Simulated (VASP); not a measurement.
# F (Fm-3m) in VASP: further runs

The runs below take F through single point, with PBE.

Everything below comes from runs of VASP 6.6.1. Logs are shortened: lines on timing, memory, paths and dates and some standing lists are left out, and cuts for length are marked.

### 1 The cell of the first run

It takes space group Fm-3m (No. 225, cubic). Conventional cell: a = 2.740 Å, b = 2.740 Å, c = 2.740 Å, α = 90.00°, β = 90.00°, γ = 90.00°. F (site symmetry m-3m) has 12 F at 1.94 Å within 2.6 Å.

### 2 Single point, PBE (volume scaled by 0.5)

File INCAR:

```
PREC     = Accurate       # precision mode
ENCUT    = 520            # plane-wave cutoff, eV
EDIFF    = 1E-6           # SCF threshold, eV
ISMEAR   = -1             # smearing method
SIGMA    = 0.1            # smearing width, eV
LREAL    = F              # projectors in reciprocal space
LASPH    = T              # aspherical terms in the spheres
NELM     = 80             # most SCF steps
ALGO     = Normal         # electronic algorithm
ISIF     = 2              # what is computed and relaxed
LWAVE    = F              # write WAVECAR
LCHARG   = F              # write CHGCAR
GGA      = PE             # functional
NBANDS   = 10             # bands
```

File KPOINTS:

```
Automatic mesh
0
Gamma
  17 17 17
```

File POSCAR:

```
F
1.0
    0.0000000000      1.3699641972      1.3699641972
    1.3699641972      0.0000000000      1.3699641972
    1.3699641972      1.3699641972      0.0000000000
F
1
Direct
    0.0000000000      0.0000000000      0.0000000000
```

Potentials or basis: VASP PAW PBE potentials, release 64 (F).

Launch:

```
$ cat potpaw_PBE.64/F/POTCAR > POTCAR
$ mpirun -np 1 vasp_std > vasp.out
```

OUTCAR:

```text
PREC = Accurate
   ENCUT = 520
   EDIFF = 1E-6
   ISMEAR = -1
   LREAL = F
   LASPH = T
   NELM = 80
   ISIF = 2
   GGA = PE

 ion  position               nearest neighbor table
   1  0.000  0.000  0.000-

  LATTYP: Found a face centered cubic cell.
 ALAT       =     2.7399283944

  Lattice vectors:

 A1 = (   0.0000000000,   1.3699641972,   1.3699641972)
 A2 = (   1.3699641972,   0.0000000000,   1.3699641972)
 A3 = (   1.3699641972,   1.3699641972,   0.0000000000)

Analysis of symmetry for initial positions (statically):
=====================================================================
 Subroutine PRICEL returns:
 Original cell was already a primitive cell.

 Routine SETGRP: Setting up the symmetry group for a
 face centered cubic supercell.

 Subroutine GETGRP returns: Found 48 space group operations
 (whereof 48 operations were pure point group operations)
 out of a pool of 48 trial point group operations.

The static configuration has the point symmetry O_h .

Analysis of symmetry for dynamics (positions and initial velocities):
=====================================================================
 Subroutine PRICEL returns:
 Original cell was already a primitive cell.

 Routine SETGRP: Setting up the symmetry group for a
 face centered cubic supercell.

 Subroutine GETGRP returns: Found 48 space group operations
 (whereof 48 operations were pure point group operations)
 out of a pool of 48 trial point group operations.

The dynamic configuration has the point symmetry O_h .

 Subroutine INISYM returns: Found 48 space group operations
 (whereof 48 operations are pure point group operations),
 and found     1 'primitive' translations

----------------------------------------------------------------------------------------

                                     Primitive cell

  volume of cell :       5.1423

  direct lattice vectors                    reciprocal lattice vectors
     0.000000000  1.369964197  1.369964197    -0.364973042  0.364973042  0.364973042
     1.369964197  0.000000000  1.369964197     0.364973042 -0.364973042  0.364973042
     1.369964197  1.369964197  0.000000000     0.364973042  0.364973042 -0.364973042

  length of vectors
     1.937421948  1.937421948  1.937421948     0.632151852  0.632151852  0.632151852

  position of ions in fractional coordinates (direct lattice)
     0.000000000  0.000000000  0.000000000

  ion indices of the primitive-cell ions
   primitive index   ion index
                 1           1

----------------------------------------------------------------------------------------

 KPOINTS: Automatic mesh

Automatic generation of k-mesh.
 Grid dimensions read from file:
 generate k-points for:   17   17   17

 Generating k-lattice:

  Cartesian coordinates                     Fractional coordinates (reciprocal lattice)
    -0.021469002  0.021469002  0.021469002     0.058823529  0.000000000  0.000000000
     0.021469002 -0.021469002  0.021469002     0.000000000  0.058823529  0.000000000
     0.021469002  0.021469002 -0.021469002     0.000000000  0.000000000  0.058823529

  Length of vectors
     0.037185403  0.037185403  0.037185403

  Shift w.r.t. Gamma in fractional coordinates (k-lattice)
     0.000000000  0.000000000  0.000000000

 Subroutine IBZKPT returns following result:
 ===========================================

 Found    165 irreducible k-points:

 Following reciprocal coordinates:
            Coordinates               Weight
  0.000000  0.000000  0.000000      1.000000
  0.058824  0.000000  0.000000      8.000000
  0.117647  0.000000  0.000000      8.000000
  0.176471  0.000000  0.000000      8.000000
  0.235294  0.000000  0.000000      8.000000
  0.294118  0.000000  0.000000      8.000000
[... 16 lines left out ...]
 -0.176471  0.058824  0.000000     24.000000
 -0.117647  0.058824  0.000000     24.000000
 [... further k-points ...]
   k-points           NKPTS =    165   k-points in BZ     NKDIM =    165   number of bands    NBANDS=     10
   number of dos      NEDOS =    301   number of ions     NIONS =      1
   total plane-waves  NPLWV =   2744
   dimension x,y,z NGX =    14 NGY =   14 NGZ =   14
   dimension x,y,z NGXF=    28 NGYF=   28 NGZF=   28
   ions per type =               1
   NGX,Y,Z   is equivalent  to a cutoff of  12.01, 12.01, 12.01 a.u.
   NGXF,Y,Z  is equivalent  to a cutoff of  24.03, 24.03, 24.03 a.u.
 SYSTEM =  unknown system
   PREC   = accura    normal or accurate (medium, high low for compatibility)
   ISTART =      0    job   : 0-new  1-cont  2-samecut
   ICHARG =      2    charge: 1-file 2-atom 10-const
   ISPIN  =      1    spin polarized calculation?
   LNONCOLLINEAR =      F non collinear calculations
   LSORBIT =      F    spin-orbit coupling
   LASPH  =      T    aspherical Exc in radial PAW
   ENCUT  =  520.0 eV  38.22 Ry    6.18 a.u.   3.60  3.60  3.60*2*pi/ulx,y,z
   NELM   =     80;   NELMIN=  2; NELMDL= -5     # of ELM steps
   EDIFF  = 0.1E-05   stopping-criterion for ELM
   LREAL  =      F    real-space projection
   EDIFFG = 0.1E-04   stopping-criterion for IOM
   NSW    =      0    number of steps for IOM
   IBRION =     -1    ionic relax: 0-MD 1-quasi-New 2-CG
   NFREE  =      0    steps in history (QN), initial steepest desc. (CG)
   ISIF   =      2    stress and relaxation
   ISYM   =      2    0-nonsym 1-usesym 2-fastsym
   POTIM  = 0.5000    time-step for ionic-motion
   TEBEG  =    0.0;   TEEND  =   0.0 temperature during run
   PSTRESS=    0.0 pullay stress
   NELECT =       7.0000    total number of electrons
   NUPDOWN=      -1.0000    fix difference up-down
   EMIN   =  10.00;   EMAX   =-10.00  energy-range for DOS
   EFERMI =   0.00;   METHOD = LEGACY
   ISMEAR =    -1;   SIGMA  =   0.10  broadening in eV -4-tet -1-fermi 0-gaus
   EFERMI_NEDOS =   21; number of points for ismear=-14 and -15
   IALGO  =     38    algorithm
   IMIX   =      4    mixing-type and parameters
     AMIX     =   0.40;   BMIX     =  1.00
     AMIX_MAG =   1.60;   BMIX_MAG =  1.00
  volume/ion in A,a.u.               =       5.14        34.70
  Fermi-wavevector in a.u.,A,eV,Ry     =   1.814352  3.428629 44.788670  3.291874
  Thomas-Fermi vector in A             =   2.872200
   LORBIT       =      0    0 simple, 1 ext, 2 COOP (PROOUT), +10 PAW based schemes
   GGA     = PE    functional components
   LHFCALC =     F    Hartree Fock is set to
   AEXX    =    0.0000 exact exchange contribution
   IVDW    =     0    specifies the selected vdW correction
   LEPSILON=     F    determine dielectric tensor
   LRPA    =     F    only Hartree local field effects (RPA)
 non-spin polarized calculation
  energy-cutoff  :      520.00
  volume of cell :        5.14
 maximum number of plane-waves:       147
   NGX =  7   NGY =  7   NGZ =  7

 number of electron       6.9999986 magnetization

 Free energy of the ion-electron system (eV)
  ---------------------------------------------------
  ext. energy  EPLUGINS =         0.00000000
  ---------------------------------------------------
  free energy    TOTEN  =         0.82972969 eV

  energy without entropy =        0.86125243  energy(sigma->0) =        0.84549106

 E-fermi :   5.4076     XC(G=0): -14.4882

 val. band max:        5.4065330485   @ k =  -0.2941   0.2353   0.0588
 cond. band min:       5.4174949268   @ k =   0.2941   0.2353   0.0588
 fundamental gap:      0.0109618783
 Fermi energy:         5.4076180836

 k-point     1 :       0.0000    0.0000    0.0000
  band No.  band energies     occupation
      1     -23.4154      2.00000
      2       6.9095      0.00000
      3       6.9095      0.00000
      4       6.9095      0.00000
      5      29.1764      0.00000
      6      49.7855      0.00000
      7      49.7855      0.00000
      8      49.7855      0.00000
      9      55.8085      0.00000
     10      65.9888      0.00000

 k-point     2 :       0.0588    0.0000    0.0000
  band No.  band energies     occupation
      1     -23.2762      2.00000
      2       6.5334      0.00003
      3       6.8691      0.00000
      4       6.8691      0.00000
      5      29.4049      0.00000
      6      47.8792      0.00000
      7      49.9483      0.00000
      8      49.9483      0.00000
      9      57.9369      0.00000
     10      63.1331      0.00000

 k-point     3 :       0.1176    0.0000    0.0000
  band No.  band energies     occupation
      1     -22.8644      2.00000
      2       5.4657      0.71750
      3       6.7543      0.00000
      4       6.7543      0.00000
      5      30.0273      0.00000
      6      44.8958      0.00000
      7      50.3006      0.00000
      8      50.3006      0.00000
      9      60.0676      0.00000
     10      60.6039      0.00000

 k-point     4 :       0.1765    0.0000    0.0000
  band No.  band energies     occupation
      1     -22.1927      2.00000
      2       3.8608      2.00000
      3       6.5848      0.00002
      4       6.5848      0.00002
      5      30.8853      0.00000
      6      42.2343      0.00000
      7      50.4039      0.00000
      8      50.4039      0.00000
      9      58.7707      0.00000
     10      59.3691      0.00000

 k-point     5 :       0.2353    0.0000    0.0000
  band No.  band energies     occupation
      1     -21.2922      2.00000
      2       1.9098      2.00000
      3       6.3862      0.00011
      4       6.3862      0.00011
      5      31.7741      0.00000
      6      40.1221      0.00000
      7      49.8181      0.00000
      8      49.8181      0.00000
      9      57.0168      0.00000
     10      59.8614      0.00000

 k-point     6 :       0.2941    0.0000    0.0000
  band No.  band energies     occupation
      1     -20.2153      2.00000
      2      -0.1859      2.00000
      3       6.1873      0.00082
      4       6.1873      0.00082
      5      32.4824      0.00000
      6      38.6291      0.00000
      7      48.7705      0.00000
      8      48.7705      0.00000
      9      55.6747      0.00000
     10      61.8046      0.00000
[... 183 lines left out ...]
 k-point    21 :      -0.2941    0.0588    0.0000
  band No.  band energies     occupation
      1     -19.7265      2.00000
      2      -0.8253      2.00000
      3       5.6431      0.17333
      4       6.2541      0.00042
      5      32.8123      0.00000
      6      38.1962      0.00000
      7      46.7264      0.00000
      8      48.6545      0.00000
      9      57.5137      0.00000
     10      60.4016      0.00000

 k-point    22 :      -0.2353    0.0588    0.0000
  band No.  band energies     occupation
      1     -20.8368      2.00000
      2       1.2297      2.00000
      3       5.8407      0.02597
      4       6.4703      0.00005
      5      32.1762      0.00000
      6      39.4823      0.00000
      7      47.7467      0.00000
      8      49.9213      0.00000
      9      57.8608      0.00000
     10      58.5103      0.00000

 k-point    23 :      -0.1765    0.0588    0.0000
  band No.  band energies     occupation
      1     -21.7992      2.00000
      2       3.1966      2.00000
      3       6.0835      0.00232
      4       6.6649      0.00001
      5      31.3313      0.00000
      6      41.2936      0.00000
      7      48.8110      0.00000
      8      50.9390      0.00000
      9      56.5880      0.00000
     10      59.2754      0.00000

 k-point    24 :      -0.1176    0.0588    0.0000
  band No.  band energies     occupation
      1     -22.5479      2.00000
      2       4.8675      1.99102
      3       6.3477      0.00017
      4       6.8101      0.00000
      5      30.4600      0.00000
      6      43.5659      0.00000
      7      49.5594      0.00000
      8      50.9090      0.00000
      9      57.4239      0.00000
     10      59.9911      0.00000

 [... further k-points ...]

------------------------ aborting loop because EDIFF is reached ----------------------------------------

  FORCE on cell =-STRESS in cart. coord.  units (eV):
  Direction    XX          YY          ZZ          XY          YZ          ZX
  --------------------------------------------------------------------------------------
  -------------------------------------------------------------------------------------
  Total        6.5409020      6.5409020      6.5409020      0.0000000     -0.0000000     -0.0000000
  in kB     2037.9361665   2037.9361665   2037.9361665      0.0000000     -0.0000000     -0.0000000
  external PRESSURE =    2037.9361665 kB  Pullay stress =       0.0000000 kB

 VOLUME and BASIS-vectors are now :
 -----------------------------------------------------------------------------
  energy-cutoff  :      520.00
  volume of cell :        5.14
      direct lattice vectors                 reciprocal lattice vectors
     0.000000000  1.369964197  1.369964197    -0.364973042  0.364973042  0.364973042
     1.369964197  0.000000000  1.369964197     0.364973042 -0.364973042  0.364973042
     1.369964197  1.369964197  0.000000000     0.364973042  0.364973042 -0.364973042

 POSITION                                       TOTAL-FORCE (eV/Angst)
 -----------------------------------------------------------------------------------
      0.00000      0.00000      0.00000         0.000000      0.000000      0.000000
 -----------------------------------------------------------------------------------
    total drift:                               -0.000000     -0.000000     -0.000000

  FREE ENERGIE OF THE ION-ELECTRON SYSTEM (eV)
  ---------------------------------------------------
  free  energy   TOTEN  =         0.8297296861 eV

  energy  without entropy=        0.8612524284  energy(sigma->0) =        0.84549106
```

It took 4 s on 1 thread of Intel Xeon 6975P-C, shared host; peak memory 0.11 GiB.

Results:

```
Free energy : 0.8297 eV
Pressure    : 203.8 GPa
```

Levels at points of the mesh, in eV from the Fermi level:
```tsv
k point	band 2	band 3	band 4	band 5	band 6	band 7
(0.00, 0.00, 0.00)	1.50	1.50	1.50	23.77	44.38	44.38
```

Caveat: an odd number of electrons without spin polarisation forces a metal; a magnetic or distorted state may lie lower.

### 3 Single point, PBE (volume scaled by 0.58)

File INCAR:

```
SYSTEM = F
  PREC = Accurate
  ENCUT = 520
  EDIFF = 1E-7
  ISMEAR = -1
  SIGMA = 0.1
  LREAL = .False.
  LASPH = .True.
  NELM = 100
  ALGO = Normal
  ISIF = 2
  LWAVE = .False.
  LCHARG = .False.
  GGA = PE
  NBANDS = 10
```

File KPOINTS:

```
Automatic mesh
0
Gamma
  17 17 17
  0 0 0
```

File POSCAR:

```
F
1.0
    0.0000000000      1.4394454584      1.4394454584
    1.4394454584      0.0000000000      1.4394454584
    1.4394454584      1.4394454584      0.0000000000
F
1
Direct
    0.0000000000      0.0000000000      0.0000000000
```

Potentials or basis: VASP PAW PBE potentials, release 64 (F).

Launch:

```
$ cat potpaw_PBE.64/F/POTCAR > POTCAR
$ mpirun -np 1 vasp_std > vasp.out
```

Run time: 5.1 s. Hardware: 1 thread of Intel Xeon 6975P-C, shared host; peak memory 0.11 GiB.

The run converged. Its results:

| Quantity | Value |
| --- | --- |
| Free energy | 0.0433 eV |
| Pressure | 109.7 GPa |

Levels at points of the mesh, in eV from the Fermi level:
| k point | band 1 | band 2 | band 3 | band 4 | band 5 | band 6 | band 7 | band 8 |
| --- | --- | --- | --- | --- | --- | --- | --- | --- |
| (0.00, 0.00, 0.00) | -26.60 | 1.21 | 1.21 | 1.21 | 20.69 | 42.20 | 42.20 | 42.20 |

Caveat: an odd number of electrons without spin polarisation forces a metal; a magnetic or distorted state may lie lower.

(Part 1 of 2 ends here.)
